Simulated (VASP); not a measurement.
Sn3H:

```
Sn H
1.0
     4.62716    0.00000    0.00000
     0.00000    4.62716    0.00000
     0.00000    0.00000    4.62716
Sn H
3 1
Direct
  0.00000 0.50000 0.50000
  0.50000 0.00000 0.50000
  0.50000 0.50000 0.00000
  0.00000 0.00000 0.00000
```

The cell was built from a structure type or drawn by symmetry, and may not be a known phase.

* Program: VASP 6.6.1
* Task: relaxation of cell and atoms
* Functional: PBE
* Potentials or basis: VASP PAW PBE potentials, release 64 (Sn_d, H)
* Cutoff: 600 eV
* k mesh: 10 × 10 × 10
* Occupations: gaussian, width 0.1 eV
* Spin: no spin polarisation

At the start: pressure -2.7 GPa; volume 24.77 Å³/atom.

Task: Where does the relaxation end?

Result: Over 3 steps the energy falls by 14.8 meV/atom and the volume is 23.12 Å³/atom (-6.7 %); space group Pm-3m (No. 221, to 0.1 Å) before and after.

Step by step:
```
step  energy change (eV)  largest force (eV/Å)  pressure (GPa)  volume (Å³)
   1              0.0000                0.0000           -2.70        99.07
   2             -0.0585                0.0000           -0.36        93.21
   3             -0.0594                0.0000            0.00        92.48
```

Final structure:
```cif
data_structure
_symmetry_space_group_name_H-M 'P 1'
_symmetry_Int_Tables_number 1
_cell_length_a 4.5222
_cell_length_b 4.5222
_cell_length_c 4.5222
_cell_angle_alpha 90.000
_cell_angle_beta 90.000
_cell_angle_gamma 90.000
_cell_volume 92.48
loop_
_atom_site_label
_atom_site_type_symbol
_atom_site_fract_x
_atom_site_fract_y
_atom_site_fract_z
_atom_site_occupancy
Sn1 Sn 0.00000 0.50000 0.50000 1
Sn2 Sn 0.50000 0.00000 0.50000 1
Sn3 Sn 0.50000 0.50000 0.00000 1
H1 H 0.00000 0.00000 0.00000 1
```
